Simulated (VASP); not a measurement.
# C: relaxation of cell and atoms with PBE

The system is C.

```xyz
2
Lattice="-1.2441 1.2441 1.7594 1.2441 -1.2441 1.7594 1.2441 1.2441 -1.7594" Properties=species:S:1:pos:R:3 pbc="T T T"
C     0.0000   -0.6220   -0.4398
C     0.0000    0.6220    0.4398
```

```
Program                : VASP 6.6.1
Task                   : relaxation of cell and atoms
Functional             : PBE
Potentials or basis    : VASP PAW PBE potentials, release 64 (C)
Cutoff                 : 600 eV
k mesh                 : 22 × 22 × 22
Occupations            : fermi-dirac, width 0.1 eV
Spin                   : no spin polarisation
Target pressure        : 21 GPa
Dipole correction      : no
Further INCAR settings : ALGO = Normal; EDIFF = 1e-06; IBRION = 2; EDIFFG = -0.005; NSW = 32; ISIF = 3
```

```yaml
Pressure_after_relaxing: 21.1 GPa
Band_gap_on_the_k_mesh: 4.22 eV (least direct gap 5.70 eV)
```

Final structure:
```
C
1.0
    -1.24408    1.24408    1.75936
     1.24408   -1.24408    1.75936
     1.24408    1.24408   -1.75936
C
2
Direct
  0.62500 0.87500 0.75000
  0.37500 0.12500 0.25000
```

Levels at points of the mesh, in eV from the valence-band top:
| k point | band 1 | band 2 | band 3 | band 4 | band 5 | band 6 | band 7 | band 8 |
| --- | --- | --- | --- | --- | --- | --- | --- | --- |
| (0.00, 0.00, 0.00) | -22.03 | 0.00 | 0.00 | 0.00 | 5.70 | 5.70 | 5.70 | 14.27 |
| (0.50, 0.00, 0.00) | -16.02 | -13.83 | -2.91 | -2.91 | 8.63 | 8.63 | 9.41 | 16.07 |
| (0.50, 0.50, 0.00) | -13.06 | -13.06 | -6.55 | -6.55 | 4.84 | 4.84 | 17.43 | 17.43 |
| (0.50, 0.50, 0.50) | -13.06 | -13.06 | -6.55 | -6.55 | 4.84 | 4.84 | 17.43 | 17.43 |

It took 36 s on 1 thread of Intel(R) Xeon(R) Platinum 8488C (Sapphire Rapids), on a shared host, peak memory 0.18 GiB.

Caveat: the relaxation stopped at its first step, so nothing moved; the cell is relaxed towards a set pressure, so the run minimises the enthalpy, not the energy. A k mesh can miss the band edges.
